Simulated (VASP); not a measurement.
# Be (P6_3/mmc) in VASP: notebook, part 2 of 2

VASP 6.6.1.

## 4. Relaxation of cell and atoms, PBEsol, target pressure 140 GPa, at which the enthalpy is minimised

This run uses another cell than the first one, of 4.72 Å³/atom.

INCAR

```
SYSTEM = Be
PREC = Accurate
ENCUT = 600
EDIFF = 1E-7
ISMEAR = -1
SIGMA = 0.05
LREAL = .FALSE.
LASPH = .TRUE.
NELM = 80
ALGO = Normal
ISIF = 3
LWAVE = .FALSE.
LCHARG = .FALSE.
GGA = PS
IBRION = 2
NSW = 60
EDIFFG = -0.005
PSTRESS = 1400.0
```

KPOINTS

```
regular mesh
0
G
  23 23 13
  0 0 0
```

POSCAR

```
Be
1.0
    1.8877646724      0.0000000000      0.0000000000
   -0.9438823362      1.6348521627      0.0000000000
    0.0000000000      0.0000000000      3.0581787693
Be
2
Direct
    0.3333333333      0.6666666667      0.2500000000
    0.6666666667      0.3333333333      0.7500000000
```

Potentials or basis: VASP PAW PBE potentials, release 64 (Be).

Run with:

```bash
$ cat potpaw_PBE.64/Be/POTCAR > POTCAR
$ mpirun -np 1 vasp_std > vasp.out
```

OUTCAR:

```text
SYSTEM = Be
   PREC = Accurate
   ENCUT = 600
   EDIFF = 1E-7
   ISMEAR = -1
   LREAL = .FALSE.
   LASPH = .TRUE.
   NELM = 80
   ISIF = 3
   GGA = PS
   IBRION = 2
   NSW = 60
   EDIFFG = -0.005
   PSTRESS = 1400.0

 ion  position               nearest neighbor table
   1  0.333  0.667  0.250-   2 1.88   2 1.88   2 1.88   2 1.88   2 1.88   2 1.88
   2  0.667  0.333  0.750-   1 1.88   1 1.88   1 1.88   1 1.88   1 1.88   1 1.88

  LATTYP: Found a hexagonal cell.
 ALAT       =     1.8877646724
 C/A-ratio  =     1.6200000000

  Lattice vectors:

 A1 = (   1.8877646724,   0.0000000000,   0.0000000000)
 A2 = (  -0.9438823362,   1.6348521627,   0.0000000000)
 A3 = (   0.0000000000,   0.0000000000,   3.0581787693)

Analysis of symmetry for initial positions (statically):
=====================================================================
 Subroutine PRICEL returns:
 Original cell was already a primitive cell.

 Routine SETGRP: Setting up the symmetry group for a
 hexagonal supercell.

 Subroutine GETGRP returns: Found 24 space group operations
 (whereof 12 operations were pure point group operations)
 out of a pool of 24 trial point group operations.

The static configuration has the point symmetry D_3d.
 The point group associated with its full space group is D_6h.

Analysis of symmetry for dynamics (positions and initial velocities):
=====================================================================
 Subroutine PRICEL returns:
 Original cell was already a primitive cell.

 Routine SETGRP: Setting up the symmetry group for a
 hexagonal supercell.

 Subroutine GETGRP returns: Found 24 space group operations
 (whereof 12 operations were pure point group operations)
 out of a pool of 24 trial point group operations.

The dynamic configuration has the point symmetry D_3d.
 The point group associated with its full space group is D_6h.

 Subroutine INISYM returns: Found 24 space group operations
 (whereof 12 operations are pure point group operations),
 and found     1 'primitive' translations

----------------------------------------------------------------------------------------

                                     Primitive cell

  volume of cell :       9.4382

  direct lattice vectors                    reciprocal lattice vectors
     1.887764672  0.000000000  0.000000000     0.529727044  0.305838052  0.000000000
    -0.943882336  1.634852163  0.000000000     0.000000000  0.611676103  0.000000000
     0.000000000  0.000000000  3.058178769     0.000000000  0.000000000  0.326992003

  length of vectors
     1.887764672  1.887764672  3.058178769     0.611676103  0.611676103  0.326992003

  position of ions in fractional coordinates (direct lattice)
     0.333333333  0.666666667  0.250000000
     0.666666667  0.333333333  0.750000000

  ion indices of the primitive-cell ions
   primitive index   ion index
                 1           1
                 2           2

----------------------------------------------------------------------------------------

 KPOINTS: regular mesh

[... 46 lines left out ...]
  0.478261  0.043478  0.000000      6.000000
  0.086957  0.086957  0.000000      6.000000
 [... further k-points ...]
   k-points           NKPTS =    392   k-points in BZ     NKDIM =    392   number of bands    NBANDS=      6
   number of dos      NEDOS =    301   number of ions     NIONS =      2
   total plane-waves  NPLWV =   6144
   dimension x,y,z NGX =    16 NGY =   16 NGZ =   24
   dimension x,y,z NGXF=    32 NGYF=   32 NGZF=   48
   ions per type =               2
   NGX,Y,Z   is equivalent  to a cutoff of  14.09, 14.09, 13.05 a.u.
   NGXF,Y,Z  is equivalent  to a cutoff of  28.18, 28.18, 26.09 a.u.
 SYSTEM =  Be
   PREC   = accura    normal or accurate (medium, high low for compatibility)
   ISTART =      0    job   : 0-new  1-cont  2-samecut
   ICHARG =      2    charge: 1-file 2-atom 10-const
   ISPIN  =      1    spin polarized calculation?
   LNONCOLLINEAR =      F non collinear calculations
   LSORBIT =      F    spin-orbit coupling
   LASPH  =      T    aspherical Exc in radial PAW
   ENCUT  =  600.0 eV  44.10 Ry    6.64 a.u.   3.77  3.77  6.11*2*pi/ulx,y,z
   NELM   =     80;   NELMIN=  2; NELMDL= -5     # of ELM steps
   EDIFF  = 0.1E-06   stopping-criterion for ELM
   LREAL  =      F    real-space projection
   EDIFFG = -.5E-02   stopping-criterion for IOM
   NSW    =     60    number of steps for IOM
   IBRION =      2    ionic relax: 0-MD 1-quasi-New 2-CG
   NFREE  =      1    steps in history (QN), initial steepest desc. (CG)
   ISIF   =      3    stress and relaxation
   ISYM   =      2    0-nonsym 1-usesym 2-fastsym
   POTIM  = 0.5000    time-step for ionic-motion
   TEBEG  =    0.0;   TEEND  =   0.0 temperature during run
   PSTRESS= 1400.0 pullay stress
   NELECT =       4.0000    total number of electrons
   NUPDOWN=      -1.0000    fix difference up-down
   EMIN   =  10.00;   EMAX   =-10.00  energy-range for DOS
   EFERMI =   0.00;   METHOD = LEGACY
   ISMEAR =    -1;   SIGMA  =   0.05  broadening in eV -4-tet -1-fermi 0-gaus
   EFERMI_NEDOS =   21; number of points for ismear=-14 and -15
   IALGO  =     38    algorithm
   IMIX   =      4    mixing-type and parameters
     AMIX     =   0.40;   BMIX     =  1.00
     AMIX_MAG =   1.60;   BMIX_MAG =  1.00
  volume/ion in A,a.u.               =       4.72        31.85
  Fermi-wavevector in a.u.,A,eV,Ry     =   1.229698  2.323792 20.574143  1.512157
  Thomas-Fermi vector in A             =   2.364575
   LORBIT       =      0    0 simple, 1 ext, 2 COOP (PROOUT), +10 PAW based schemes
   GGA     = PS    functional components
   LHFCALC =     F    Hartree Fock is set to
   AEXX    =    0.0000 exact exchange contribution
   IVDW    =     0    specifies the selected vdW correction
   LEPSILON=     F    determine dielectric tensor
   LRPA    =     F    only Hartree local field effects (RPA)
 conjugate gradient relaxation of ions
 non-spin polarized calculation
  energy-cutoff  :      600.00
  volume of cell :        9.44
 maximum number of plane-waves:       325
 NGX is ok and might be reduce to    16
   NGX =  7   NGY =  7   NGZ = 13

--------------------------------------- Ionic step        1  -------------------------------------------

 number of electron       4.0000000 magnetization

 Free energy of the ion-electron system (eV)
  ---------------------------------------------------
  ext. energy  EPLUGINS =         0.00000000
  ---------------------------------------------------
  free energy    TOTEN  =        -6.02041805 eV

  energy without entropy =       -6.01940449  energy(sigma->0) =       -6.01991127

------------------------ aborting loop because EDIFF is reached ----------------------------------------

  FORCE on cell =-STRESS in cart. coord.  units (eV):
  Direction    XX          YY          ZZ          XY          YZ          ZX
  --------------------------------------------------------------------------------------
  -------------------------------------------------------------------------------------
  Total        8.8225518      8.8225518      8.1961441      0.0000000     -0.0000000      0.0000000
  in kB     1497.6681277   1497.6681278   1391.3325966      0.0000000     -0.0000000      0.0000000
  external PRESSURE =      62.2229507 kB  Pullay stress =    1400.0000000 kB
[... 139 lines left out ...]
--------------------------------------- Ionic step        5  -------------------------------------------

 number of electron       4.0000000 magnetization

 Free energy of the ion-electron system (eV)
  ---------------------------------------------------
  ext. energy  EPLUGINS =         0.00000000
  ---------------------------------------------------
  free energy    TOTEN  =        -6.12702128 eV

  energy without entropy =       -6.12619344  energy(sigma->0) =       -6.12660736

 E-fermi :  11.7380     XC(G=0): -12.3918

 val. band max:       11.7101822789   @ k =   0.3043   0.2174   0.0000
 cond. band min:      11.7465915247   @ k =   0.3043   0.3043   0.0000
 fundamental gap:      0.0364092458
 Fermi energy:        11.7380224112

 k-point     1 :       0.0000    0.0000    0.0000
  band No.  band energies     occupation
      1      -2.1568      2.00000
      2       5.0552      2.00000
      3      15.0503      0.00000
      4      35.9787      0.00000
      5      35.9787      0.00000
      6      39.8559      0.00000
[... 199 lines left out ...]
 k-point    24 :       0.0870    0.0870    0.0000
  band No.  band energies     occupation
      1      -1.4251      2.00000
      2       6.2796      2.00000
      3      14.7924      0.00000
      4      30.0715      0.00000
      5      31.6790      0.00000
      6      40.1708      0.00000

 [... further k-points ...]

------------------------ aborting loop because EDIFF is reached ----------------------------------------

  FORCE on cell =-STRESS in cart. coord.  units (eV):
  Direction    XX          YY          ZZ          XY          YZ          ZX
  --------------------------------------------------------------------------------------
  -------------------------------------------------------------------------------------
  Total        8.3490160      8.3490160      8.3502157      0.0000000     -0.0000000      0.0000000
  in kB     1399.9567049   1399.9567050   1400.1578644      0.0000000     -0.0000000      0.0000000
  external PRESSURE =       0.0237581 kB  Pullay stress =    1400.0000000 kB
[... 21 lines left out ...]
  energy  without entropy=       -6.1261934376  energy(sigma->0) =       -6.12660736

  enthalpy is  TOTEN    =         2.2222529235 eV   P V=        8.3492742025

 reached required accuracy - stopping structural energy minimisation
```

OSZICAR:

```text
N       E                     dE             d eps       ncg     rms          rms(c)
DAV:   1     0.224808268149E+01    0.22481E+01   -0.22408E+03  4764   0.661E+02
DAV:   2    -0.610190472539E+01   -0.83500E+01   -0.80351E+01  7224   0.102E+02
DAV:   3    -0.613019702454E+01   -0.28292E-01   -0.27779E-01  6012   0.519E+00
[... 28 lines left out ...]
       N       E                     dE             d eps       ncg     rms          rms(c)
DAV:   1    -0.612702308651E+01   -0.90994E-02   -0.41628E-04  6114   0.171E-01    0.686E-03
DAV:   2    -0.612702221737E+01    0.86913E-06   -0.11670E-06  5490   0.122E-02    0.416E-03
DAV:   3    -0.612702128056E+01    0.93682E-06   -0.19334E-07  6690   0.489E-03    0.156E-04
DAV:   4    -0.612702127908E+01    0.14794E-08   -0.83993E-10  3066   0.337E-04
   5 F= 0.22222529E+01 E0= 0.22226668E+01  d E =-.227679E-03
```

It took 41 s on 1 thread of Intel Xeon 8259CL, shared host; peak memory 0.14 GiB.

What came out:

| Property | Result |
| --- | --- |
| Free energy | -6.1270 eV |
| Relaxed volume | 4.78 Å³/atom |
| Relaxed cell | a = 1.902 Å, b = 1.902 Å, c = 3.048 Å, α = 90.00°, β = 90.00°, γ = 120.00° |
| Space group after relaxing (to 0.1 Å) | P6_3/mmc (No. 194) |
| Energy change on relaxing (the run minimises the enthalpy) | -53.3 meV/atom |
| Ionic steps | 5 |
| Pressure after relaxing | 140.0 GPa |
| Band gap on the k mesh | zero (bands 2 and 3 overlap by 1.76 eV) |

Step by step:
```
step  energy change (eV)  largest force (eV/Å)  pressure (GPa)  volume (Å³)
   1              0.0000                0.0000          146.22         9.44
   2             -0.2213                0.0000          133.01         9.69
   3             -0.1232                0.0000          138.92         9.57
   4             -0.0975                0.0000          140.59         9.54
   5             -0.1066                0.0000          140.00         9.56
```

Final structure:
```cif
data_structure
_symmetry_space_group_name_H-M 'P 1'
_symmetry_Int_Tables_number 1
_cell_length_a 1.9025
_cell_length_b 1.9025
_cell_length_c 3.0483
_cell_angle_alpha 90.000
_cell_angle_beta 90.000
_cell_angle_gamma 120.000
_cell_volume 9.56
loop_
_atom_site_label
_atom_site_type_symbol
_atom_site_fract_x
_atom_site_fract_y
_atom_site_fract_z
_atom_site_occupancy
Be1 Be 0.33333 0.66667 0.25000 1
Be2 Be 0.66667 0.33333 0.75000 1
```

Levels at points of the mesh, in eV from the Fermi level:
```csv
k point,band 1,band 2,band 3,band 4,band 5
"(0.00, 0.00, 0.00)",-13.89,-6.68,3.31,24.24,24.24
```

Caveat: the cell is relaxed towards a set pressure, so the run minimises the enthalpy, not the energy; the PAW data sets were made with another functional, which shifts forces and pressure a little.

## 5. Relaxation of cell and atoms, PBEsol, target pressure 140 GPa, at which the enthalpy is minimised

INCAR

```
  PREC = Accurate
  ENCUT = 600
  EDIFF = 1E-6
  ISMEAR = -1
  SIGMA = 0.05
  LREAL = False
  LASPH = True
  NELM = 80
  ALGO = Normal
  ISIF = 3
  LWAVE = False
  LCHARG = False
  GGA = PS
  IBRION = 2
  NSW = 32
  EDIFFG = -0.005
  PSTRESS = 1400.0
```

KPOINTS

```
regular mesh
0
Gamma
  23 23 13
```

POSCAR

```
Be
1.0
    1.9007395683      0.0000000000      0.0000000000
   -0.9503697842      1.6460887521      0.0000000000
    0.0000000000      0.0000000000      3.0455748580
Be
2
Direct
    0.3333333333      0.6666666667      0.2500000000
    0.6666666667      0.3333333333      0.7500000000
```

Run with:

```bash
$ cat potpaw_PBE.64/Be/POTCAR > POTCAR
$ mpirun -np 1 vasp_std > vasp.out
```

It took 26 s on 1 thread of Intel Xeon 8259CL, shared host; peak memory 0.14 GiB.

Results (log left out):

```
Free energy                                                : -6.1267 eV
Relaxed volume                                             : 4.78 Å³/atom
Relaxed cell                                               : a = 1.902 Å, b = 1.902 Å, c = 3.048 Å, α = 90.00°, β = 90.00°, γ = 120.00°
Space group after relaxing (to 0.1 Å)                      : P6_3/mmc (No. 194)
Energy change on relaxing (the run minimises the enthalpy) : -11.3 meV/atom
Ionic steps                                                : 3
Pressure after relaxing                                    : 140.0 GPa
Band gap on the k mesh                                     : zero (bands 2 and 3 overlap by 1.76 eV)
```

The path:
```tsv
step	energy change (eV)	largest force (eV/Å)	pressure (GPa)	volume (Å³)
1	0.0000	0.0000	141.40	9.53
2	-0.0503	0.0000	138.31	9.59
3	-0.0225	0.0000	140.03	9.55
```

Final structure:
```
Be
1.0
     1.90241    0.00000    0.00000
    -0.95121    1.64754    0.00000
     0.00000    0.00000    3.04839
Be
2
Direct
  0.33333 0.66667 0.25000
  0.66667 0.33333 0.75000
```

Levels at points of the mesh, in eV from the Fermi level:
```
           k point  band 1  band 2  band 3  band 4  band 5  band 6
(0.00, 0.00, 0.00)  -13.90   -6.68    3.31   24.24   24.24   28.12
```

Caveat: the cell is relaxed towards a set pressure, so the run minimises the enthalpy, not the energy; the PAW data sets were made with another functional, which shifts forces and pressure a little.

## 6. Overview

| task | cell | cutoff (eV) | gap on the mesh (eV) | pressure (GPa) |
| --- | --- | --- | --- | --- |
| single point | a = 1.901, b = 1.901, c = 3.046 Å, angles 90.0, 90.0, 120.0°, 2 atoms | 520 | none | 141.4 |
| single point | a = 1.900, b = 1.900, c = 3.044 Å, angles 90.0, 90.0, 120.0°, 2 atoms | 520 | none | 142.1 |
| relaxation of cell and atoms | relaxed to 140 GPa from a = 1.888, b = 1.888, c = 3.058 Å, angles 90.0, 90.0, 120.0°, 2 atoms | 600 | none | 140.0 |
| relaxation of cell and atoms | relaxed to 140 GPa from a = 1.901, b = 1.901, c = 3.046 Å, angles 90.0, 90.0, 120.0°, 2 atoms | 600 | none | 140.0 |

Alike in all rows: level PBEsol; potentials or basis VASP PAW PBE potentials, release 64 (Be); no spin polarisation; k mesh 23 × 23 × 13; smearing fermi-dirac 0.05 eV.

Caveats: the PAW data sets were made with another functional, which shifts forces and pressure a little; the cell stands under pressure (at least some runs); the cell is relaxed towards a set pressure, so the run minimises the enthalpy, not the energy (at least some runs).

Absolute energies hang on the potentials; compare differences alone.
